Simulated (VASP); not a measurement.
Wanted: the native input for a VASP 6.6.1 run.

* Task: relaxation of cell and atoms
* Functional: PBE
* Potentials or basis: VASP PAW PBE potentials, release 64 (Sb)
* Cutoff: 600 eV
* k mesh: 13 × 13 × 13
* Occupations: fermi-dirac, width 0.05 eV
* Spin: no spin polarisation
* Dipole correction: no
* Further INCAR settings: ALGO = Normal; EDIFF = 1e-07; IBRION = 2; EDIFFG = -0.005; NSW = 100; ISIF = 3

The structure of Sb lies in POSCAR:

```
Sb
1.0
    2.8964312960      0.0000000000      0.0000000000
    0.0000000000      2.8964312960      0.0000000000
    0.0000000000      0.0000000000      2.8964312960
Sb
1
Direct
    0.0000000000      0.0000000000      0.0000000000
```

One way to write it, as run:

INCAR

```
SYSTEM = Sb
  ALGO = Normal
  EDIFF = 1E-7
  EDIFFG = -0.005
  ENCUT = 600
  GGA = PE
  IBRION = 2
  ISIF = 3
  ISMEAR = -1
  LASPH = .True.
  LCHARG = .False.
  LREAL = .False.
  LWAVE = .False.
  NELM = 60
  NSW = 100
  PREC = Accurate
  SIGMA = 0.05
```

KPOINTS

```
k-points
0
Gamma
  13 13 13
  0 0 0
```

Potentials or basis: VASP PAW PBE potentials, release 64 (Sb).

Command:

```console
$ cat potpaw_PBE.64/Sb/POTCAR > POTCAR
$ mpirun -np 1 vasp_std > vasp.out
```

It gave:

* Relaxed volume: 30.00 Å³/atom
* Relaxed cell: a = 3.107 Å, b = 3.107 Å, c = 3.107 Å, α = 90.00°, β = 90.00°, γ = 90.00°
* Space group after relaxing (to 0.05 Å): Pm-3m (No. 221)
* Energy gained by relaxing: 287.6 meV/atom
* Ionic steps: 4
* Pressure after relaxing: 0.0 GPa

Caveat: the volume moved by over 15 % at a fixed basis, so the end points are rough.

It took 10 s on 1 thread of Intel(R) Xeon(R) 6975P-C (Granite Rapids) (shared host), peak memory 0.15 GiB.
